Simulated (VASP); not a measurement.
# LaPd2 (I4/mmm) in VASP: notebook

Runs on LaPd2. Level: PBE. Tasks: single point, relaxation of the atoms.

Program: VASP 6.6.1. These are calculated values, not measurements. Logs are shortened: lines on timing, memory, paths and dates and some standing lists are left out, and cuts for length are marked.

### 1 The cell of the first run

Symmetry: I4/mmm, No. 139, tetragonal system. The conventional cell has a = 4.008 Å, b = 4.008 Å, c = 8.943 Å, α = 90.00°, β = 90.00°, γ = 90.00°. Within 4.1 Å of La (site symmetry 4/mmm) lie 8 Pd at 3.00 Å and 4 La at 4.01 Å. Pd (site symmetry -4m2) has 4 Pd at 2.83 Å and 4 La at 3.00 Å within 3.7 Å.

### 2 Single point, PBE

INCAR reads:

```
SYSTEM = LaPd2
PREC     = Accurate       ! precision mode
ENCUT    = 520            ! plane-wave cutoff, eV
EDIFF    = 1E-6           ! SCF threshold, eV
ISMEAR   = -1             ! smearing method
SIGMA    = 0.05           ! smearing width, eV
LREAL    = .False.        ! projectors in reciprocal space
LASPH    = .True.         ! aspherical terms in the spheres
NELM     = 100            ! most SCF steps
ALGO     = Normal         ! electronic algorithm
ISIF     = 2              ! what is computed and relaxed
LWAVE    = .False.        ! write WAVECAR
LCHARG   = .False.        ! write CHGCAR
GGA      = PE             ! functional
NBANDS   = 22             ! bands
```

KPOINTS reads:

```
regular mesh
0
Gamma
  9 9 9
  0 0 0
```

POSCAR reads:

```
LaPd2
1.0
   -2.0038740000      2.0038740000      4.4717310000
    2.0038740000     -2.0038740000      4.4717310000
    2.0038740000      2.0038740000     -4.4717310000
La Pd
1 2
Direct
    0.0000000000      0.0000000000      0.0000000000
    0.2500000000      0.7500000000      0.5000000000
    0.7500000000      0.2500000000      0.5000000000
```

Potentials or basis: VASP PAW PBE potentials, release 64 (La, Pd).

Launch:

```sh
> cat potpaw_PBE.64/La/POTCAR potpaw_PBE.64/Pd/POTCAR > POTCAR
> mpirun -np 1 vasp_std > vasp.out
```

OUTCAR:

```text
SYSTEM = LaPd2
   PREC = Accurate
   ENCUT = 520
   EDIFF = 1E-6
   ISMEAR = -1
   LREAL = .False.
   LASPH = .True.
   NELM = 100
   ISIF = 2
   GGA = PE

 ion  position               nearest neighbor table
   1  0.000  0.000  0.000-   2 3.00   3 3.00   2 3.00   3 3.00   3 3.00   2 3.00   3 3.00   2 3.00

   2  0.250  0.750  0.500-   3 2.83   3 2.83   3 2.83   3 2.83   1 3.00   1 3.00   1 3.00   1 3.00

   3  0.750  0.250  0.500-   2 2.83   2 2.83   2 2.83   2 2.83   1 3.00   1 3.00   1 3.00   1 3.00

  LATTYP: Found a body centered tetragonal cell.
 ALAT       =     4.0077480000
 C/A-ratio  =     2.2315430012

  Lattice vectors:

 A1 = (  -2.0038740000,   2.0038740000,   4.4717310000)
 A2 = (   2.0038740000,  -2.0038740000,   4.4717310000)
 A3 = (   2.0038740000,   2.0038740000,  -4.4717310000)

Analysis of symmetry for initial positions (statically):
=====================================================================
 Subroutine PRICEL returns:
 Original cell was already a primitive cell.

 Routine SETGRP: Setting up the symmetry group for a
 body centered tetragonal supercell.

 Subroutine GETGRP returns: Found 16 space group operations
 (whereof 16 operations were pure point group operations)
 out of a pool of 16 trial point group operations.

The static configuration has the point symmetry D_4h.

Analysis of symmetry for dynamics (positions and initial velocities):
=====================================================================
 Subroutine PRICEL returns:
 Original cell was already a primitive cell.

 Routine SETGRP: Setting up the symmetry group for a
 body centered tetragonal supercell.

 Subroutine GETGRP returns: Found 16 space group operations
 (whereof 16 operations were pure point group operations)
 out of a pool of 16 trial point group operations.

The dynamic configuration has the point symmetry D_4h.

 Subroutine INISYM returns: Found 16 space group operations
 (whereof 16 operations are pure point group operations),
 and found     1 'primitive' translations

----------------------------------------------------------------------------------------

                                     Primitive cell

  volume of cell :      71.8251

  direct lattice vectors                    reciprocal lattice vectors
    -2.003874000  2.003874000  4.471731000     0.000000000  0.249516686  0.111813524
     2.003874000 -2.003874000  4.471731000     0.249516686  0.000000000  0.111813524
     2.003874000  2.003874000 -4.471731000     0.249516686  0.249516686  0.000000000

  length of vectors
     5.294091060  5.294091060  5.294091060     0.273424287  0.273424287  0.352869882

  position of ions in fractional coordinates (direct lattice)
     0.000000000  0.000000000  0.000000000
     0.250000000  0.750000000  0.500000000
     0.750000000  0.250000000  0.500000000

  ion indices of the primitive-cell ions
   primitive index   ion index
                 1           1
                 2           2
                 3           3

----------------------------------------------------------------------------------------

 KPOINTS: regular mesh

Automatic generation of k-mesh.
 Grid dimensions read from file:
 generate k-points for:    9    9    9

 Generating k-lattice:

  Cartesian coordinates                     Fractional coordinates (reciprocal lattice)
     0.000000000  0.027724076  0.012423725     0.111111111  0.000000000  0.000000000
     0.027724076  0.000000000  0.012423725     0.000000000  0.111111111  0.000000000
     0.027724076  0.027724076  0.000000000     0.000000000  0.000000000  0.111111111

  Length of vectors
     0.030380476  0.030380476  0.039207765

  Shift w.r.t. Gamma in fractional coordinates (k-lattice)
     0.000000000  0.000000000  0.000000000

 Subroutine IBZKPT returns following result:
 ===========================================

 Found     75 irreducible k-points:

 Following reciprocal coordinates:
            Coordinates               Weight
  0.000000  0.000000  0.000000      1.000000
  0.111111 -0.000000  0.000000      8.000000
  0.222222  0.000000  0.000000      8.000000
  0.333333 -0.000000  0.000000      8.000000
  0.444444  0.000000  0.000000      8.000000
  0.111111  0.111111  0.000000      8.000000
[... 16 lines left out ...]
 -0.333333  0.333333  0.000000      4.000000
  0.444444  0.444444  0.000000      8.000000
 [... further k-points ...]
   k-points           NKPTS =     75   k-points in BZ     NKDIM =     75   number of bands    NBANDS=     22
   number of dos      NEDOS =    301   number of ions     NIONS =      3
   total plane-waves  NPLWV =  64000
   dimension x,y,z NGX =    40 NGY =   40 NGZ =   40
   dimension x,y,z NGXF=    80 NGYF=   80 NGZF=   80
   ions per type =               1   2
   NGX,Y,Z   is equivalent  to a cutoff of  12.56, 12.56, 12.56 a.u.
   NGXF,Y,Z  is equivalent  to a cutoff of  25.12, 25.12, 25.12 a.u.
 SYSTEM =  LaPd2
   PREC   = accura    normal or accurate (medium, high low for compatibility)
   ISTART =      0    job   : 0-new  1-cont  2-samecut
   ICHARG =      2    charge: 1-file 2-atom 10-const
   ISPIN  =      1    spin polarized calculation?
   LNONCOLLINEAR =      F non collinear calculations
   LSORBIT =      F    spin-orbit coupling
   LASPH  =      T    aspherical Exc in radial PAW
   ENCUT  =  520.0 eV  38.22 Ry    6.18 a.u.   9.84  9.84  9.84*2*pi/ulx,y,z
   NELM   =    100;   NELMIN=  2; NELMDL= -5     # of ELM steps
   EDIFF  = 0.1E-05   stopping-criterion for ELM
   LREAL  =      F    real-space projection
   EDIFFG = 0.1E-04   stopping-criterion for IOM
   NSW    =      0    number of steps for IOM
   IBRION =     -1    ionic relax: 0-MD 1-quasi-New 2-CG
   NFREE  =      0    steps in history (QN), initial steepest desc. (CG)
   ISIF   =      2    stress and relaxation
   ISYM   =      2    0-nonsym 1-usesym 2-fastsym
   POTIM  = 0.5000    time-step for ionic-motion
   TEBEG  =    0.0;   TEEND  =   0.0 temperature during run
   PSTRESS=    0.0 pullay stress
   NELECT =      31.0000    total number of electrons
   NUPDOWN=      -1.0000    fix difference up-down
   EMIN   =  10.00;   EMAX   =-10.00  energy-range for DOS
   EFERMI =   0.00;   METHOD = LEGACY
   ISMEAR =    -1;   SIGMA  =   0.05  broadening in eV -4-tet -1-fermi 0-gaus
   EFERMI_NEDOS =   21; number of points for ismear=-14 and -15
   IALGO  =     38    algorithm
   IMIX   =      4    mixing-type and parameters
     AMIX     =   0.40;   BMIX     =  1.00
     AMIX_MAG =   1.60;   BMIX_MAG =  1.00
  volume/ion in A,a.u.               =      23.94       161.57
  Fermi-wavevector in a.u.,A,eV,Ry     =   1.237190  2.337951 20.825625  1.530640
  Thomas-Fermi vector in A             =   2.371768
   LORBIT       =      0    0 simple, 1 ext, 2 COOP (PROOUT), +10 PAW based schemes
   GGA     = PE    functional components
   LHFCALC =     F    Hartree Fock is set to
   AEXX    =    0.0000 exact exchange contribution
   IVDW    =     0    specifies the selected vdW correction
   LEPSILON=     F    determine dielectric tensor
   LRPA    =     F    only Hartree local field effects (RPA)
 non-spin polarized calculation
  energy-cutoff  :      520.00
  volume of cell :       71.83
 maximum number of plane-waves:      1977
   NGX = 19   NGY = 19   NGZ = 19

 number of electron      31.0000000 magnetization

 Free energy of the ion-electron system (eV)
  ---------------------------------------------------
  ext. energy  EPLUGINS =         0.00000000
  ---------------------------------------------------
  free energy    TOTEN  =       -17.07769871 eV

  energy without entropy =      -17.06328887  energy(sigma->0) =      -17.07049379

 E-fermi :   7.8622     XC(G=0): -10.6529

 val. band max:        7.8540796508   @ k =  -0.1111   0.1111   0.0000
 cond. band min:       7.9022780206   @ k =  -0.1111  -0.1111   0.1111
 fundamental gap:      0.0481983697
 Fermi energy:         7.8621593974

 k-point     1 :       0.0000    0.0000    0.0000
  band No.  band energies     occupation
      1     -24.7655      2.00000
      2      -8.5500      2.00000
      3      -8.4552      2.00000
      4      -8.4552      2.00000
      5       2.7204      2.00000
      6       3.7951      2.00000
[... 14 lines left out ...]
     21      10.0059      0.00000
     22      10.0060      0.00000

 k-point     2 :       0.1111   -0.0000    0.0000
  band No.  band energies     occupation
      1     -24.7614      2.00000
      2      -8.5519      2.00000
      3      -8.5081      2.00000
      4      -8.4493      2.00000
      5       2.8958      2.00000
      6       3.8656      2.00000
[... 14 lines left out ...]
     21      10.0261      0.00000
     22      10.0512      0.00000

 k-point     3 :       0.2222    0.0000    0.0000
  band No.  band energies     occupation
      1     -24.7510      2.00000
      2      -8.6412      2.00000
      3      -8.5535      2.00000
      4      -8.4344      2.00000
      5       3.3654      2.00000
      6       4.0754      2.00000
[... 14 lines left out ...]
     21      10.0798      0.00000
     22      10.0999      0.00000

 k-point     4 :       0.3333   -0.0000    0.0000
  band No.  band energies     occupation
      1     -24.7391      2.00000
      2      -8.7842      2.00000
      3      -8.5569      2.00000
      4      -8.4174      2.00000
      5       3.9696      2.00000
      6       4.4170      2.00000
[... 14 lines left out ...]
     21      10.1122      0.00000
     22      10.1534      0.00000

 k-point     5 :       0.4444    0.0000    0.0000
  band No.  band energies     occupation
      1     -24.7313      2.00000
      2      -8.8744      2.00000
      3      -8.5586      2.00000
      4      -8.4063      2.00000
      5       4.3662      2.00000
      6       4.5769      2.00000
[... 417 lines left out ...]
 k-point    22 :      -0.4444    0.3333   -0.0000
  band No.  band energies     occupation
      1     -24.7091      2.00000
      2      -8.8400      2.00000
      3      -8.7213      2.00000
      4      -8.5221      2.00000
      5       4.0045      2.00000
      6       4.1573      2.00000
[... 14 lines left out ...]
     21      10.0820      0.00000
     22      10.2743      0.00000

 k-point    23 :      -0.3333    0.3333    0.0000
  band No.  band energies     occupation
      1     -24.7165      2.00000
      2      -8.7748      2.00000
      3      -8.7118      2.00000
      4      -8.5225      2.00000
      5       3.9120      2.00000
      6       4.1624      2.00000
[... 14 lines left out ...]
     21      10.1025      0.00000
     22      10.2742      0.00000

 k-point    24 :       0.4444    0.4444    0.0000
  band No.  band energies     occupation
      1     -24.7020      2.00000
      2      -8.8495      2.00000
      3      -8.7863      2.00000
      4      -8.5185      2.00000
      5       3.8707      2.00000
      6       3.9220      2.00000
[... 14 lines left out ...]
     21      10.0815      0.00000
     22      10.1903      0.00000

 [... further k-points ...]

------------------------ aborting loop because EDIFF is reached ----------------------------------------

  FORCE on cell =-STRESS in cart. coord.  units (eV):
  Direction    XX          YY          ZZ          XY          YZ          ZX
  --------------------------------------------------------------------------------------
  -------------------------------------------------------------------------------------
  Total       -0.2522738     -0.2522738     -0.2107076      0.0000000     -0.0000000      0.0000000
  in kB       -5.6273805     -5.6273805     -4.7001777      0.0000000     -0.0000000      0.0000000
  external PRESSURE =      -5.3183129 kB  Pullay stress =       0.0000000 kB

 VOLUME and BASIS-vectors are now :
 -----------------------------------------------------------------------------
  energy-cutoff  :      520.00
  volume of cell :       71.83
      direct lattice vectors                 reciprocal lattice vectors
    -2.003874000  2.003874000  4.471731000     0.000000000  0.249516686  0.111813524
     2.003874000 -2.003874000  4.471731000     0.249516686  0.000000000  0.111813524
     2.003874000  2.003874000 -4.471731000     0.249516686  0.249516686  0.000000000

 POSITION                                       TOTAL-FORCE (eV/Angst)
 -----------------------------------------------------------------------------------
      0.00000      0.00000      0.00000        -0.000000     -0.000000      0.000000
      2.00387     -0.00000      2.23587         0.000000      0.000000      0.000000
     -0.00000      2.00387      2.23587        -0.000000      0.000000     -0.000000
 -----------------------------------------------------------------------------------
    total drift:                                0.000000     -0.000000     -0.000000

  FREE ENERGIE OF THE ION-ELECTRON SYSTEM (eV)
  ---------------------------------------------------
  free  energy   TOTEN  =       -17.0776987113 eV

  energy  without entropy=      -17.0632888695  energy(sigma->0) =      -17.07049379
```

It took 2.3 min on 1 thread of Intel Xeon Platinum 8259CL at 2.50GHz (Skylake/Cascade Lake), shared host; peak memory 0.33 GiB.

Results:

* Free energy: -17.0777 eV
* Pressure: -0.5 GPa
* Band gap on the k mesh: zero (an odd number of electrons rules out a gap without spin polarisation)

Stress tensor (GPa, compression positive):
```
-0.56  0.00  0.00
 0.00 -0.56  0.00
 0.00  0.00 -0.47
```

Caveat: spin-orbit coupling is left out, which moves the levels of the heavy elements.

### 3 Relaxation of the atoms, PBE

This run uses another cell than the first one, of 22.99 Å³/atom.

INCAR reads:

```
SYSTEM = LaPd2
PREC     = Accurate       ! precision mode
ENCUT    = 520            ! plane-wave cutoff, eV
EDIFF    = 1E-7           ! SCF threshold, eV
ISMEAR   = -1             ! smearing method
SIGMA    = 0.05           ! smearing width, eV
LREAL    = .False.        ! projectors in reciprocal space
LASPH    = .True.         ! aspherical terms in the spheres
NELM     = 60             ! most SCF steps
ALGO     = Normal         ! electronic algorithm
ISIF     = 2              ! what is computed and relaxed
LWAVE    = .False.        ! write WAVECAR
LCHARG   = .False.        ! write CHGCAR
GGA      = PE             ! functional
IBRION   = 2              ! ionic algorithm
NSW      = 60             ! ionic steps
EDIFFG   = -0.01          ! ionic threshold
```

KPOINTS reads:

```
Automatic mesh
0
Gamma
  8 8 8
  0 0 0
```

POSCAR reads:

```
LaPd2
1.0
   -1.9637965200      1.9637965200      4.4717310000
    1.9637965200     -1.9637965200      4.4717310000
    1.9637965200      1.9637965200     -4.4717310000
La Pd
1 2
Direct
    0.0000000000      0.0000000000      0.0000000000
    0.2500000000      0.7500000000      0.5000000000
    0.7500000000      0.2500000000      0.5000000000
```

Potentials or basis: VASP PAW PBE potentials, release 64 (La, Pd).

Launch:

```sh
> cat potpaw_PBE.64/La/POTCAR potpaw_PBE.64/Pd/POTCAR > POTCAR
> mpirun -np 1 vasp_std > vasp.out
```

It took 4.5 min on 1 thread of Intel Xeon 8259CL, shared host; peak memory 0.31 GiB.

The run converged. Its results:

```
Free energy             : -17.0413 eV
Pressure after relaxing : 2.7 GPa
Band gap on the k mesh  : zero (an odd number of electrons rules out a gap without spin polarisation)
```

Stress tensor (GPa, compression positive):
```
3.00 0.00 0.00
0.00 3.00 0.00
0.00 0.00 1.99
```

Final structure:
```
La Pd
1.0
    -1.96380    1.96380    4.47173
     1.96380   -1.96380    4.47173
     1.96380    1.96380   -4.47173
La Pd
1 2
Direct
  0.00000 0.00000 0.00000
  0.25000 0.75000 0.50000
  0.75000 0.25000 0.50000
```

Levels at points of the mesh, in eV from the Fermi level:
```tsv
k point	band 12	band 13	band 14	band 15	band 16	band 17	band 18	band 19
(0.00, 0.00, 0.00)	-2.09	-2.09	-1.00	-0.30	-0.03	1.50	1.80	1.80
(0.50, 0.00, 0.00)	-2.75	-2.56	-2.30	-1.87	-0.49	0.22	2.04	2.11
(0.50, 0.50, 0.00)	-2.09	-1.80	-1.76	-1.23	1.08	1.44	1.69	2.18
(0.50, 0.50, 0.50)	-1.90	-1.88	-1.68	-0.94	-0.03	1.96	2.10	2.19
```

Caveat: spin-orbit coupling is left out, which moves the levels of the heavy elements.

The gap in the log of VASP goes by the Fermi energy; the results here count the filled bands.